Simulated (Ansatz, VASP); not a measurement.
**BeS: VASP beside Ansatz**

INCAR

```
PREC = Accurate ; ENCUT = 520
EDIFF = 1E-6 ; ISMEAR = 0
SIGMA = 0.05 ; LREAL = F
LASPH = T ; NELM = 80
ALGO = Normal ; ISIF = 2
LWAVE = F ; LCHARG = F
GGA = PS ; NBANDS = 11
```

Contents of KPOINTS:

```
Automatic mesh
0
Gamma
  10 10 10
```

The input POSCAR:

```
BeS
1.0
    0.0000000000      2.4450450528      2.4060667711
    2.4060667711      0.0000000000      2.4060667711
    2.4060667711      2.4450450528      0.0000000000
Be S
1 1
Direct
    0.0000000000      0.0000000000      0.0000000000
    0.7500000000      0.7500000000      0.7500000000
```

Input for Ansatz:

```yaml
crystal:
  lattice:
    - [0.0, 2.4450450528, 2.4060667711]
    - [2.4060667711, 0.0, 2.4060667711]
    - [2.4060667711, 2.4450450528, 0.0]
  atoms:
    - { symbol: Be, position: [0.0, 0.0, 0.0] }
    - { symbol: S, position: [0.75, 0.75, 0.75] }
basis:
  ecutwfc: 520.0
kpoints:
  mp_grid: { grid: [10, 10, 10] }
hamiltonian:
  xc: pbesol
scf:
  occupations: { method: gaussian, width: 0.05 }
output:
  forces: true
  stress: true
  eigenvalues: true
```

Alike in both runs: task single point; functional PBEsol; k mesh 10 × 10 × 10; occupations gaussian, width 0.05 eV; no spin polarisation.

```csv
,VASP,Ansatz
version,VASP 6.6.1,Ansatz 0.2.0
potentials or method,"VASP PAW PBE potentials, release 64 (Be, S), cutoff 520 eV","scalar-relativistic, plane waves, PAW"
valence electrons in the cell,8,8
```

VASP gave:

| Quantity | Value |
| --- | --- |
| gap on the k mesh at the Fermi level (eV) | 2.84 |
| least direct gap on the mesh (eV) | 5.57 |
| pressure (GPa) | 0.2 |
| traceless stress, the component that is largest in VASP (GPa) | -1.04 |

Task: Estimate Ansatz's values.

Result: gap on the k mesh at the Fermi level (eV): 2.84; least direct gap on the mesh (eV): 5.54; pressure (GPa): 0.0; traceless stress, the component that is largest in VASP (GPa): -1.05.

VASP's potentials were made for PBE, not for PBEsol.
